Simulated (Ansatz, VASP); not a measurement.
Two plane-wave programs on PbO

The input INCAR:

```
SYSTEM = PbO
ALGO = Normal
EDIFF = 1E-6
ENCUT = 520
GGA = PE
ISIF = 2
ISMEAR = 0
IVDW = 12
LASPH = .True.
LCHARG = .False.
LREAL = .False.
LWAVE = .False.
NBANDS = 28
NELM = 80
PREC = Accurate
SIGMA = 0.05
```

Contents of KPOINTS:

```
k-points
0
Gamma
  8 8 6
  0 0 0
```

Contents of POSCAR:

```
PbO
1.0
    3.7756800000      0.0000000000      0.0000000000
    0.0000000000      3.7756800000      0.0000000000
    0.0000000000      0.0000000000      4.7709000000
Pb O
2 2
Direct
    0.0000000000      0.5000000000      0.2351000000
    0.5000000000      0.0000000000      0.7649000000
    0.0000000000      0.0000000000      0.0000000000
    0.5000000000      0.5000000000      0.0000000000
```

Input for Ansatz:

```yaml
crystal:
  lattice:
    - [3.77568, 0.0, 0.0]
    - [0.0, 3.77568, 0.0]
    - [0.0, 0.0, 4.7709]
  atoms:
    - { symbol: Pb, position: [0.0, 0.5, 0.2351] }
    - { symbol: Pb, position: [0.5, 0.0, 0.7649] }
    - { symbol: O, position: [0.0, 0.0, 0.0] }
    - { symbol: O, position: [0.5, 0.5, 0.0] }
basis:
  ecutwfc: 420
kpoints:
  mp_grid: { grid: [8, 8, 6] }
hamiltonian:
  xc: pbe
  dispersion: d3bj
scf:
  occupations: { method: gaussian, width: 0.05 }
output:
  forces: true
  stress: true
  eigenvalues: true
```

Change from the starting cell: strain -0.050 along x and y, -0.050 along z, atoms carried along.

Alike in both runs: task single point; functional PBE; dispersion D3(BJ); k mesh 8 × 8 × 6; occupations gaussian, width 0.05 eV; no spin polarisation.

|  | VASP | Ansatz |
| --- | --- | --- |
| version | VASP 6.6.1 | Ansatz 0.2.0 |
| potentials or method | VASP PAW PBE potentials, release 64 (Pb_d, O), cutoff 520 eV | scalar-relativistic, plane waves, PAW |
| valence electrons in the cell | 40 | 40 |

```csv
,VASP,Ansatz,Ansatz less VASP
gap on the k mesh at the Fermi level (eV),0.92,0.90,-0.014
least direct gap on the mesh (eV),2.48,2.51,+0.022
pressure (GPa),22.5,22.3,-0.19
"traceless stress, the component that is largest in VASP (GPa)",-3.32,-3.30,+0.025
rms of the force components (eV/Å),1.308,1.280,-0.0278
```

Atom by atom the forces differ by 0.028 eV/Å (rms over components).

Spin-orbit coupling is off throughout.
